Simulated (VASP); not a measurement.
# Zr (Fd-3m) in VASP: further runs

Runs on Zr. Level: PBEsol. Tasks: single point.

Everything below comes from runs of VASP 6.6.1. Logs are shortened: lines on timing, memory, paths and dates and some standing lists are left out, and cuts for length are marked.

## Step 1: The cell of the first run

It takes space group Fd-3m (No. 227, cubic). The conventional cell has a = 4.872 Å, b = 4.872 Å, c = 4.872 Å, α = 90.00°, β = 90.00°, γ = 90.00°. Zr (site symmetry -43m) has 4 Zr at 2.11 Å within 2.8 Å.

This isn't the form of Zr at room conditions, which is hcp.

## Step 2: Single point, PBEsol (14.46 Å³/atom)

Input file INCAR:

```
  ALGO = Normal
  EDIFF = 1E-6
  ENCUT = 520
  GGA = PS
  ISIF = 2
  ISMEAR = -1
  LASPH = T
  LCHARG = F
  LREAL = F
  LWAVE = F
  NBANDS = 19
  NELM = 100
  PREC = Accurate
  SIGMA = 0.1
```

Input file KPOINTS:

```
k-points
0
Gamma
  12 12 12
```

Input file POSCAR:

```
Zr
1.0
    0.0000000000      2.4362300358      2.4362300358
    2.4362300358      0.0000000000      2.4362300358
    2.4362300358      2.4362300358      0.0000000000
Zr
2
Direct
   -0.1250000000     -0.1250000000     -0.1250000000
    0.1250000000      0.1250000000      0.1250000000
```

Potentials or basis: VASP PAW PBE potentials, release 64 (Zr_sv).

The run is started by

```bash
cat potpaw_PBE.64/Zr_sv/POTCAR > POTCAR
mpirun -np 1 vasp_std > vasp.out
```

OUTCAR:

```text
EDIFF = 1E-6
   ENCUT = 520
   GGA = PS
   ISIF = 2
   ISMEAR = -1
   LASPH = T
   LREAL = F
   NELM = 100
   PREC = Accurate

 ion  position               nearest neighbor table
   1  0.875  0.875  0.875-   2 2.11   2 2.11   2 2.11   2 2.11
   2  0.125  0.125  0.125-   1 2.11   1 2.11   1 2.11   1 2.11

  LATTYP: Found a face centered cubic cell.
 ALAT       =     4.8724600716

  Lattice vectors:

 A1 = (   0.0000000000,   2.4362300358,   2.4362300358)
 A2 = (   2.4362300358,   0.0000000000,   2.4362300358)
 A3 = (   2.4362300358,   2.4362300358,   0.0000000000)

Analysis of symmetry for initial positions (statically):
=====================================================================
 Subroutine PRICEL returns:
 Original cell was already a primitive cell.

 Routine SETGRP: Setting up the symmetry group for a
 face centered cubic supercell.

 Subroutine GETGRP returns: Found 48 space group operations
 (whereof 12 operations were pure point group operations)
 out of a pool of 48 trial point group operations.

The static configuration has the point symmetry D_3d.
 The point group associated with its full space group is O_h .

Analysis of symmetry for dynamics (positions and initial velocities):
=====================================================================
 Subroutine PRICEL returns:
 Original cell was already a primitive cell.

 Routine SETGRP: Setting up the symmetry group for a
 face centered cubic supercell.

 Subroutine GETGRP returns: Found 48 space group operations
 (whereof 12 operations were pure point group operations)
 out of a pool of 48 trial point group operations.

The dynamic configuration has the point symmetry D_3d.
 The point group associated with its full space group is O_h .

 Subroutine INISYM returns: Found 48 space group operations
 (whereof 12 operations are pure point group operations),
 and found     1 'primitive' translations

----------------------------------------------------------------------------------------

                                     Primitive cell

  volume of cell :      28.9191

  direct lattice vectors                    reciprocal lattice vectors
     0.000000000  2.436230036  2.436230036    -0.205235135  0.205235135  0.205235135
     2.436230036  0.000000000  2.436230036     0.205235135 -0.205235135  0.205235135
     2.436230036  2.436230036  0.000000000     0.205235135  0.205235135 -0.205235135

  length of vectors
     3.445349558  3.445349558  3.445349558     0.355477681  0.355477681  0.355477681

  position of ions in fractional coordinates (direct lattice)
     0.875000000  0.875000000  0.875000000
     0.125000000  0.125000000  0.125000000

  ion indices of the primitive-cell ions
   primitive index   ion index
                 1           1
                 2           2

----------------------------------------------------------------------------------------

 KPOINTS: k-points

Automatic generation of k-mesh.
 Grid dimensions read from file:
 generate k-points for:   12   12   12

 Generating k-lattice:

  Cartesian coordinates                     Fractional coordinates (reciprocal lattice)
    -0.017102928  0.017102928  0.017102928     0.083333333  0.000000000  0.000000000
     0.017102928 -0.017102928  0.017102928     0.000000000  0.083333333  0.000000000
     0.017102928  0.017102928 -0.017102928     0.000000000  0.000000000  0.083333333

  Length of vectors
     0.029623140  0.029623140  0.029623140

  Shift w.r.t. Gamma in fractional coordinates (k-lattice)
     0.000000000  0.000000000  0.000000000

 Subroutine IBZKPT returns following result:
 ===========================================

 Found     72 irreducible k-points:

 Following reciprocal coordinates:
            Coordinates               Weight
  0.000000  0.000000  0.000000      1.000000
  0.083333  0.000000  0.000000      8.000000
  0.166667  0.000000  0.000000      8.000000
  0.250000  0.000000  0.000000      8.000000
  0.333333  0.000000  0.000000      8.000000
  0.416667  0.000000  0.000000      8.000000
[... 16 lines left out ...]
  0.500000  0.166667  0.000000     24.000000
 -0.416667  0.166667  0.000000     24.000000
 [... further k-points ...]
   k-points           NKPTS =     72   k-points in BZ     NKDIM =     72   number of bands    NBANDS=     19
   number of dos      NEDOS =    301   number of ions     NIONS =      2
   total plane-waves  NPLWV =  21952
   dimension x,y,z NGX =    28 NGY =   28 NGZ =   28
   dimension x,y,z NGXF=    56 NGYF=   56 NGZF=   56
   ions per type =               2
   NGX,Y,Z   is equivalent  to a cutoff of  13.51, 13.51, 13.51 a.u.
   NGXF,Y,Z  is equivalent  to a cutoff of  27.02, 27.02, 27.02 a.u.
 SYSTEM =  unknown system
   PREC   = accura    normal or accurate (medium, high low for compatibility)
   ISTART =      0    job   : 0-new  1-cont  2-samecut
   ICHARG =      2    charge: 1-file 2-atom 10-const
   ISPIN  =      1    spin polarized calculation?
   LNONCOLLINEAR =      F non collinear calculations
   LSORBIT =      F    spin-orbit coupling
   LASPH  =      T    aspherical Exc in radial PAW
   ENCUT  =  520.0 eV  38.22 Ry    6.18 a.u.   6.41  6.41  6.41*2*pi/ulx,y,z
   NELM   =    100;   NELMIN=  2; NELMDL= -5     # of ELM steps
   EDIFF  = 0.1E-05   stopping-criterion for ELM
   LREAL  =      F    real-space projection
   EDIFFG = 0.1E-04   stopping-criterion for IOM
   NSW    =      0    number of steps for IOM
   IBRION =     -1    ionic relax: 0-MD 1-quasi-New 2-CG
   NFREE  =      0    steps in history (QN), initial steepest desc. (CG)
   ISIF   =      2    stress and relaxation
   ISYM   =      2    0-nonsym 1-usesym 2-fastsym
   POTIM  = 0.5000    time-step for ionic-motion
   TEBEG  =    0.0;   TEEND  =   0.0 temperature during run
   PSTRESS=    0.0 pullay stress
   NELECT =      24.0000    total number of electrons
   NUPDOWN=      -1.0000    fix difference up-down
   EMIN   =  10.00;   EMAX   =-10.00  energy-range for DOS
   EFERMI =   0.00;   METHOD = LEGACY
   ISMEAR =    -1;   SIGMA  =   0.10  broadening in eV -4-tet -1-fermi 0-gaus
   EFERMI_NEDOS =   21; number of points for ismear=-14 and -15
   IALGO  =     38    algorithm
   IMIX   =      4    mixing-type and parameters
     AMIX     =   0.40;   BMIX     =  1.00
     AMIX_MAG =   1.60;   BMIX_MAG =  1.00
  volume/ion in A,a.u.               =      14.46        97.58
  Fermi-wavevector in a.u.,A,eV,Ry     =   1.538451  2.907251 32.202690  2.366831
  Thomas-Fermi vector in A             =   2.644817
   LORBIT       =      0    0 simple, 1 ext, 2 COOP (PROOUT), +10 PAW based schemes
   GGA     = PS    functional components
   LHFCALC =     F    Hartree Fock is set to
   AEXX    =    0.0000 exact exchange contribution
   IVDW    =     0    specifies the selected vdW correction
   LEPSILON=     F    determine dielectric tensor
   LRPA    =     F    only Hartree local field effects (RPA)
 non-spin polarized calculation
  energy-cutoff  :      520.00
  volume of cell :       28.92
 maximum number of plane-waves:       794
 NGX is ok and might be reduce to    28
   NGX = 13   NGY = 13   NGZ = 13

 number of electron      24.0000001 magnetization

 Free energy of the ion-electron system (eV)
  ---------------------------------------------------
  ext. energy  EPLUGINS =         0.00000000
  ---------------------------------------------------
  free energy    TOTEN  =        -7.23326471 eV

  energy without entropy =       -7.15074447  energy(sigma->0) =       -7.19200459

 E-fermi :  15.1634     XC(G=0): -13.2432

 val. band max:       15.1596550811   @ k =   0.2500   0.0833   0.0000
 cond. band min:      15.1684820281   @ k =  -0.4167   0.3333   0.1667
 fundamental gap:      0.0088269471
 Fermi energy:        15.1633860011

 k-point     1 :       0.0000    0.0000    0.0000
  band No.  band energies     occupation
      1     -36.1048      2.00000
      2     -30.9803      2.00000
      3     -14.4749      2.00000
      4     -14.4749      2.00000
      5     -14.4749      2.00000
      6     -10.1425      2.00000
[... 11 lines left out ...]
     18      26.2448      0.00000
     19      26.4785      0.00000

 k-point     2 :       0.0833    0.0000    0.0000
  band No.  band energies     occupation
      1     -36.0538      2.00000
      2     -31.0701      2.00000
      3     -14.5264      2.00000
      4     -14.5264      2.00000
      5     -14.4658      2.00000
      6     -10.0822      2.00000
[... 11 lines left out ...]
     18      26.1576      0.00000
     19      26.3734      0.00000

 k-point     3 :       0.1667    0.0000    0.0000
  band No.  band energies     occupation
      1     -35.9056      2.00000
      2     -31.3224      2.00000
      3     -14.6588      2.00000
      4     -14.6588      2.00000
      5     -14.4518      2.00000
      6      -9.8992      2.00000
[... 11 lines left out ...]
     18      26.1103      0.00000
     19      26.1106      0.00000

 k-point     4 :       0.2500    0.0000    0.0000
  band No.  band energies     occupation
      1     -35.6768      2.00000
      2     -31.6897      2.00000
      3     -14.8241      2.00000
      4     -14.8241      2.00000
      5     -14.4558      2.00000
      6      -9.6145      2.00000
[... 11 lines left out ...]
     18      25.7701      0.00000
     19      25.7701      0.00000

 k-point     5 :       0.3333    0.0000    0.0000
  band No.  band energies     occupation
      1     -35.4030      2.00000
      2     -32.0980      2.00000
      3     -14.9749      2.00000
      4     -14.9749      2.00000
      5     -14.4820      2.00000
      6      -9.3750      2.00000
[... 11 lines left out ...]
     18      25.3414      0.00000
     19      25.3414      0.00000

 k-point     6 :       0.4167    0.0000    0.0000
  band No.  band energies     occupation
      1     -35.1552      2.00000
      2     -32.4417      2.00000
      3     -15.0779      2.00000
      4     -15.0779      2.00000
      5     -14.5124      2.00000
      6      -9.2075      2.00000
[... 11 lines left out ...]
     18      24.7941      0.00000
     19      24.7941      0.00000

 k-point     7 :       0.5000    0.0000    0.0000
  band No.  band energies     occupation
      1     -35.0483      2.00000
      2     -32.5833      2.00000
      3     -15.1142      2.00000
      4     -15.1142      2.00000
      5     -14.5256      2.00000
      6      -9.1477      2.00000
[... 11 lines left out ...]
     18      23.8360      0.00000
     19      24.4199      0.00000

 k-point     8 :       0.0833    0.0833    0.0000
  band No.  band energies     occupation
      1     -36.0364      2.00000
      2     -31.1002      2.00000
      3     -14.5946      2.00000
      4     -14.5946      2.00000
      5     -14.3523      2.00000
      6     -10.2130      2.00000
[... 256 lines left out ...]
 k-point    20 :       0.2500    0.1667    0.0000
  band No.  band energies     occupation
      1     -35.6557      2.00000
      2     -31.7215      2.00000
      3     -15.0726      2.00000
      4     -15.0537      2.00000
      5     -13.8185      2.00000
      6     -10.4602      2.00000
[... 11 lines left out ...]
     18      23.3980      0.00000
     19      26.2496      0.00000

 k-point    21 :       0.3333    0.1667    0.0000
  band No.  band energies     occupation
      1     -35.4054      2.00000
      2     -32.0931      2.00000
      3     -15.2927      2.00000
      4     -15.1966      2.00000
      5     -13.6744      2.00000
      6     -10.3801      2.00000
[... 11 lines left out ...]
     18      22.8986      0.00000
     19      26.2540      0.00000

 k-point    22 :       0.4167    0.1667    0.0000
  band No.  band energies     occupation
      1     -35.1252      2.00000
      2     -32.4799      2.00000
      3     -15.5044      2.00000
      4     -15.2836      2.00000
      5     -13.5903      2.00000
      6     -10.2148      2.00000
[... 11 lines left out ...]
     18      22.9081      0.00000
     19      25.4067      0.00000

 k-point    23 :       0.5000    0.1667    0.0000
  band No.  band energies     occupation
      1     -34.9031      2.00000
      2     -32.7673      2.00000
      3     -15.6583      2.00000
      4     -15.2992      2.00000
      5     -13.5695      2.00000
      6     -10.0362      2.00000
[... 11 lines left out ...]
     18      23.9315      0.00000
     19      24.2535      0.00000

 k-point    24 :      -0.4167    0.1667    0.0000
  band No.  band energies     occupation
      1     -34.8702      2.00000
      2     -32.8084      2.00000
      3     -15.7192      2.00000
      4     -15.2408      2.00000
      5     -13.6058      2.00000
      6      -9.9159      2.00000
[... 11 lines left out ...]
     18      22.7517      0.00000
     19      24.2957      0.00000

 [... further k-points ...]

------------------------ aborting loop because EDIFF is reached ----------------------------------------

  FORCE on cell =-STRESS in cart. coord.  units (eV):
  Direction    XX          YY          ZZ          XY          YZ          ZX
  --------------------------------------------------------------------------------------
  -------------------------------------------------------------------------------------
  Total       25.1248025     25.1248025     25.1248025      0.0000000     -0.0000000      0.0000000
  in kB     1391.9651570   1391.9651570   1391.9651570      0.0000000     -0.0000000      0.0000000
  external PRESSURE =    1391.9651570 kB  Pullay stress =       0.0000000 kB

 VOLUME and BASIS-vectors are now :
 -----------------------------------------------------------------------------
  energy-cutoff  :      520.00
  volume of cell :       28.92
      direct lattice vectors                 reciprocal lattice vectors
     0.000000000  2.436230036  2.436230036    -0.205235135  0.205235135  0.205235135
     2.436230036  0.000000000  2.436230036     0.205235135 -0.205235135  0.205235135
     2.436230036  2.436230036  0.000000000     0.205235135  0.205235135 -0.205235135

 POSITION                                       TOTAL-FORCE (eV/Angst)
 -----------------------------------------------------------------------------------
      4.26340      4.26340      4.26340         0.000000     -0.000000      0.000000
      0.60906      0.60906      0.60906        -0.000000      0.000000     -0.000000
 -----------------------------------------------------------------------------------
    total drift:                                0.000000     -0.000000     -0.000000

  FREE ENERGIE OF THE ION-ELECTRON SYSTEM (eV)
  ---------------------------------------------------
  free  energy   TOTEN  =        -7.2332647073 eV

  energy  without entropy=       -7.1507444661  energy(sigma->0) =       -7.19200459
```

Run time: 18 s. Hardware: 1 thread of Intel Xeon 6975P-C (Granite Rapids), shared host; peak memory 0.17 GiB.

Results:

* Free energy: -7.2333 eV
* Pressure: 139.2 GPa
* Band gap on the k mesh: zero (bands 12 and 13 overlap by 3.45 eV)

Levels at points of the mesh, in eV from the Fermi level:
```csv
k point,band 8,band 9,band 10,band 11,band 12,band 13,band 14,band 15,band 16,band 17
"(0.00, 0.00, 0.00)",-25.31,-5.62,-3.88,-3.88,-0.08,-0.08,-0.08,5.31,5.31,5.31
"(0.50, 0.00, 0.00)",-24.06,-4.09,-3.23,-3.23,-1.63,-1.63,-1.46,4.12,7.30,7.30
"(0.50, 0.50, 0.00)",-23.14,-5.49,-5.49,-1.66,-1.66,1.27,1.27,5.24,5.24,9.09
```

Caveat: the cell stands under pressure; the PAW data sets were made with another functional, which shifts forces and pressure a little.

(Part 1 of 2 ends here.)
